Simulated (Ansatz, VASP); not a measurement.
**One calculation of Pb, two programs**

```
Pb
1.0
     0.00000    3.58497    3.58497
     3.58497    0.00000    3.58497
     3.58497    3.58497    0.00000
Pb
2
Direct
  0.12500 0.12500 0.12500
  0.87500 0.87500 0.87500
```

Alike in both runs: functional RPBE; k mesh 8 × 8 × 8; occupations fermi-dirac, width 0.1 eV; no spin polarisation.

Ansatz relaxed the structure, and its values are those at the end. VASP's run is a single point on that final structure, the one shown.

```csv
,VASP,Ansatz
version,VASP 6.6.1,Ansatz 0.2.0
potentials or method,"VASP PAW PBE potentials, release 64 (Pb_d), cutoff 520 eV","plane waves (420 eV) with PAW, scalar-relativistic"
valence electrons in the cell,28,28
```

```csv
,VASP,Ansatz,Ansatz less VASP
pressure (GPa),-0.1,0.0,+0.04
```

VASP's potentials were made for PBE, not for RPBE.

Neither program's run includes spin-orbit coupling.
